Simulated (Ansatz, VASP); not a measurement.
**Mg3CdS2 in VASP and in Ansatz**

File INCAR:

```
PREC     = Accurate       # precision mode
ENCUT    = 600            # plane-wave cutoff, eV
EDIFF    = 1E-6           # SCF threshold, eV
ISMEAR   = 0              # smearing method
SIGMA    = 0.1            # smearing width, eV
LREAL    = F              # projectors in reciprocal space
LASPH    = T              # aspherical terms in the spheres
NELM     = 100            # most SCF steps
ALGO     = Normal         # electronic algorithm
ISIF     = 3              # what is computed and relaxed
LWAVE    = F              # write WAVECAR
LCHARG   = F              # write CHGCAR
GGA      = PE             # functional
IBRION   = 2              # ionic algorithm
NSW      = 90             # ionic steps
EDIFFG   = -0.04          # ionic threshold
```

Contents of KPOINTS:

```
regular mesh
0
Gamma
  6 6 4
```

Contents of POSCAR:

```
Mg3CdS2
1.0
    4.6315625984      0.0000000000      0.0000000000
   -2.3157812992      4.0110508695      0.0000000000
    0.0000000000      0.0000000000      7.2125136063
Mg Cd S
3 1 2
Direct
    0.0000000000      0.0000000000      0.5000000000
    0.3333333333      0.6666666667      0.0000000000
    0.3333333333      0.6666666667      0.5000000000
    0.0000000000      0.0000000000      0.0000000000
    0.6666666667      0.3333333333      0.2815021728
    0.6666666667      0.3333333333      0.7184978272
```

Input for Ansatz:

```yaml
crystal:
  lattice:
    - [4.6315625984, 0.0, 0.0]
    - [-2.3157812992, 4.0110508695, 0.0]
    - [0.0, 0.0, 7.2125136063]
  atoms:
    - { symbol: Mg, position: [0.0, 0.0, 0.5] }
    - { symbol: Mg, position: [0.3333333333, 0.6666666667, 0.0] }
    - { symbol: Mg, position: [0.3333333333, 0.6666666667, 0.5] }
    - { symbol: Cd, position: [0.0, 0.0, 0.0] }
    - { symbol: S, position: [0.6666666667, 0.3333333333, 0.2815021728] }
    - { symbol: S, position: [0.6666666667, 0.3333333333, 0.7184978272] }
basis:
  ecutwfc: 420
kpoints:
  mp_grid: { grid: [6, 6, 4] }
hamiltonian:
  xc: pbe
scf:
  occupations: { method: gaussian, width: 0.1 }
  lower_state_search: "off"
output:
  forces: true
  stress: true
  eigenvalues: true
relax:
  adjacent_minimum: "off"
  f_tol: 0.04
  max_steps: 70
  cell: { stress_tol: 0.4 }
```

Change from the starting cell: species swapped into the Ce2NiGe3 type (P-6m2, No. 187).

Alike in both runs: task relaxation of cell and atoms; functional PBE; k mesh 6 × 6 × 4; occupations gaussian, width 0.1 eV; no spin polarisation.

|  | VASP | Ansatz |
| --- | --- | --- |
| version | VASP 6.6.1 | Ansatz 0.2.0 |
| potentials or method | VASP PAW PBE potentials, release 64 (Mg, Cd, S), cutoff 600 eV | scalar-relativistic, plane waves, PAW |
| valence electrons in the cell | 30 | 62 |

```csv
,VASP,Ansatz,Ansatz less VASP
"gap on the k mesh at the Fermi level, each at its own relaxed structure (eV)",none,none,-
relaxed volume (Å³/atom),22.46,22.46,+0.003
relaxed cell length with the largest relative difference (Å),7.216,7.225,+0.0084
```

A gap of «none» marks a metal or a gap that the smearing closes. VASP's potentials hold 30 valence electrons a cell and Ansatz's 62, so a difference there can come from the potentials and not from the codes.
